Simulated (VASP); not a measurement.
Here is a VASP 6.6.1 calculation.

Contents of INCAR:

```
PREC = Accurate
ENCUT = 600
EDIFF = 1E-7
ISMEAR = -1
SIGMA = 0.05
LREAL = F
LASPH = T
NELM = 150
ALGO = Normal
ISIF = 3
LWAVE = F
LCHARG = F
MAGMOM = 0 0 0
LORBIT = 11
LSORBIT = T
GGA_COMPAT = F
LORBMOM = T
LMAXMIX = 4
IBRION = 2
NSW = 80
EDIFFG = -0.005
```

The input KPOINTS:

```
Automatic mesh
0
Gamma
  9 9 9
```

File POSCAR:

```
Ir
1.0
    0.0000000000      1.9156000000      1.9156000000
    1.9156000000      0.0000000000      1.9156000000
    1.9156000000      1.9156000000      0.0000000000
Ir
1
Direct
    0.0000000000      0.0000000000      0.0000000000
```

Potentials or basis: VASP PAW LDA potentials, release 64 (Ir).

Run with:

```bash
$ cat potpaw_LDA.64/Ir/POTCAR > POTCAR
$ mpirun -np 1 vasp_ncl > vasp.out
```

Q: Estimate the space group after relaxing (to 0.05 Å).

A: Fm-3m (No. 225).

Q: Predict the net moment.

A: 0.00 μB per cell.

The path:
```csv
step,energy change (eV),largest force (eV/Å),pressure (GPa),volume (Å³)
1,0.0000,0.0000,-3.07,14.06
2,0.0165,0.0000,13.49,13.52
3,-0.0011,0.0000,-0.04,13.95
```

LDA usually gives volumes a few per cent too small. Zero-point motion and thermal expansion aren't in these numbers.
